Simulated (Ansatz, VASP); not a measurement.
## Ca3SbP: VASP beside Ansatz

```
Ca Sb P
1.0
     5.38291    0.00000    0.00000
     0.00000    5.38291    0.00000
     0.00000    0.00000    5.38291
Ca Sb P
3 1 1
Direct
  0.99426 0.50000 0.50000
  0.47715 0.00000 0.50000
  0.47715 0.50000 0.00000
  0.01755 0.00000 0.00000
  0.49756 0.50000 0.50000
```

Change from the starting cell: mode 1 frozen in at -0.120 Å, equal normal strain along x, y and z +0.0250.

Alike in both runs: task single point; functional LDA; k mesh 6 × 6 × 6; occupations gaussian, width 0.05 eV; no spin polarisation.

|  | VASP | Ansatz |
| --- | --- | --- |
| version | VASP 6.6.1 | Ansatz 0.2.0 |
| potentials or method | VASP PAW LDA potentials, release 64 (Ca_sv, Sb, P), cutoff 520 eV | scalar-relativistic, plane waves, PAW |
| valence electrons in the cell | 40 | 50 |

```tsv
	VASP	Ansatz	Ansatz less VASP
gap on the k mesh at the Fermi level (eV)	0.60	0.59	-0.016
least direct gap on the mesh (eV)	0.60	0.59	-0.016
pressure (GPa)	-2.6	-2.7	-0.13
traceless stress, the component that is largest in VASP (GPa)	0.21	0.21	0.000
rms of the force components (eV/Å)	0.028	0.030	+0.0016
```

LDA's correlation is that of Perdew and Zunger in VASP and of Perdew and Wang (1992) in Ansatz. Atom by atom the forces differ by 0.002 eV/Å (rms over components). VASP's potentials hold 40 valence electrons a cell and Ansatz's 50, so a difference there can come from the potentials and not from the codes.

Spin-orbit coupling is off throughout.
